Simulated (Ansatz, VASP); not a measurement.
## SiC in VASP and in Ansatz

```
Si C
1.0
     0.00000    2.11356    2.11356
     2.11356    0.00000    2.11356
     2.20093    2.20093   -0.08736
Si C
1 1
Direct
  0.00000 0.00000 0.00000
  0.75000 0.75000 0.75000
```

Alike in both runs: task single point; functional PBEsol; k mesh 12 × 12 × 12; occupations gaussian, width 0.05 eV; no spin polarisation.

```csv
,VASP,Ansatz
version,VASP 6.6.1,Ansatz 0.2.0
potentials or method,"VASP PAW PBE potentials, release 64 (Si, C), cutoff 520 eV","scalar-relativistic, plane waves, PAW"
valence electrons in the cell,8,8
```

```tsv
	VASP	Ansatz	Ansatz less VASP
gap on the k mesh at the Fermi level (eV)	1.01	1.02	+0.013
least direct gap on the mesh (eV)	4.09	4.11	+0.018
pressure (GPa)	8.7	8.3	-0.36
traceless stress, the component that is largest in VASP (GPa)	-11.40	-11.31	+0.085
rms of the force components (eV/Å)	0.311	0.306	-0.0041
```

VASP's potentials were made for PBE, not for PBEsol, and Ansatz warns of the same on its side. Atom by atom the forces differ by 0.004 eV/Å (rms over components).
